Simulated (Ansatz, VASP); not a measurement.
## One calculation of Zn2C, two programs

POSCAR

```
Zn2C
1.0
    0.0000000000      2.5253230698      2.5253230698
    2.5253230698      0.0000000000      2.5253230698
    2.5253230698      2.5253230698      0.0000000000
C Zn
1 2
Direct
    0.0000000000      0.0000000000      0.0000000000
    0.2500000000      0.2500000000      0.2500000000
    0.7500000000      0.7500000000      0.7500000000
```

File INCAR.step1:

```
SYSTEM = Zn2C
  PREC = Accurate
  ENCUT = 520
  ISMEAR = -1
  SIGMA = 0.02
  LREAL = .False.
  LASPH = .True.
  NELM = 60
  NBANDS = 21
  GGA = PE
  ALGO = Normal
  EDIFF = 1E-4
  LWAVE = .True.
  LCHARG = .False.
```

File INCAR.step2:

```
SYSTEM = Zn2C
  PREC = Accurate
  ENCUT = 520
  EDIFF = 1E-6
  ISMEAR = -1
  SIGMA = 0.02
  LREAL = .False.
  LASPH = .True.
  NELM = 60
  ALGO = Normal
  ISIF = 2
  LWAVE = .False.
  LCHARG = .False.
  METAGGA = R2SCAN
  LMIXTAU = .True.
  NBANDS = 21
  ISTART = 1
```

File KPOINTS:

```
Automatic mesh
0
Gamma
  8 8 8
  0 0 0
```

Input for Ansatz:

```yaml
crystal:
  lattice:
    - [0.0, 2.5253230698, 2.5253230698]
    - [2.5253230698, 0.0, 2.5253230698]
    - [2.5253230698, 2.5253230698, 0.0]
  atoms:
    - { symbol: C, position: [0.0, 0.0, 0.0] }
    - { symbol: Zn, position: [0.25, 0.25, 0.25] }
    - { symbol: Zn, position: [0.75, 0.75, 0.75] }
kpoints:
  mp_grid: { grid: [8, 8, 8] }
hamiltonian:
  xc: r2scan
scf:
  occupations: { method: fermi_dirac, width: 0.02 }
  n_extra_bands: 4
output:
  forces: true
  stress: true
  eigenvalues: true
```

Alike in both runs: task single point; functional r2SCAN; k mesh 8 × 8 × 8; occupations fermi-dirac, width 0.02 eV; no spin polarisation.

```csv
,VASP,Ansatz
version,VASP 6.6.1,Ansatz 0.2.0
potentials or method,"VASP PAW PBE potentials, release 64 (C, Zn)","plane waves, PAW"
plane-wave cutoff (eV),520,500
valence electrons in the cell,28,28
```

|  | VASP | Ansatz | Ansatz less VASP |
| --- | --- | --- | --- |
| pressure (GPa) | 11.4 | 10.5 | -0.90 |

VASP's potentials were made for PBE, not for r2SCAN. The functional is the same, so the differences come from potentials, cutoffs and numerics.
